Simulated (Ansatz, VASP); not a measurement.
# Mg in VASP and in Ansatz

Contents of INCAR:

```
PREC = Accurate
ENCUT = 520
EDIFF = 1E-6
ISMEAR = 0
SIGMA = 0.15
LREAL = False
LASPH = True
NELM = 100
ALGO = Normal
ISIF = 2
LWAVE = False
LCHARG = False
GGA = PE
NBANDS = 7
```

Contents of KPOINTS:

```
regular mesh
0
Gamma
  18 18 18
```

File POSCAR:

```
Mg
1.0
   -1.9640500000      1.9640500000      1.9094500000
    1.9640500000     -1.9640500000      1.9094500000
    1.9640500000      1.9640500000     -1.9094500000
Mg
1
Direct
    0.0000000000      0.0000000000      0.0000000000
```

Input for Ansatz:

```yaml
crystal:
  lattice:
    - [-1.96405, 1.96405, 1.90945]
    - [1.96405, -1.96405, 1.90945]
    - [1.96405, 1.96405, -1.90945]
  atoms:
    - { symbol: Mg, position: [0.0, 0.0, 0.0] }
basis:
  ecutwfc: 520.0
kpoints:
  mp_grid: { grid: [18, 18, 18] }
hamiltonian:
  xc: pbe
  pseudopotentials: { kind: paw }
scf:
  occupations: { method: gaussian, width: 0.15 }
output:
  forces: true
  stress: true
  eigenvalues: true
```

Alike in both runs: task single point; functional PBE; k mesh 18 × 18 × 18; occupations gaussian, width 0.15 eV; no spin polarisation.

|  | VASP | Ansatz |
| --- | --- | --- |
| version | VASP 6.6.1 | Ansatz 0.2.0 |
| potentials or method | VASP PAW PBE potentials, release 64 (Mg), cutoff 520 eV | scalar-relativistic, plane waves, PAW |
| valence electrons in the cell | 2 | 10 |

|  | VASP | Ansatz | Ansatz less VASP |
| --- | --- | --- | --- |
| gap on the k mesh at the Fermi level (eV) | none | none | - |
| pressure (GPa) | -5.3 | -5.2 | +0.08 |
| traceless stress, the component that is largest in VASP (GPa) | -0.12 | -0.12 | +0.002 |

A gap of «none» marks a metal or a gap that the smearing closes. VASP's potentials hold 2 valence electrons a cell and Ansatz's 10, so a difference there can come from the potentials and not from the codes.
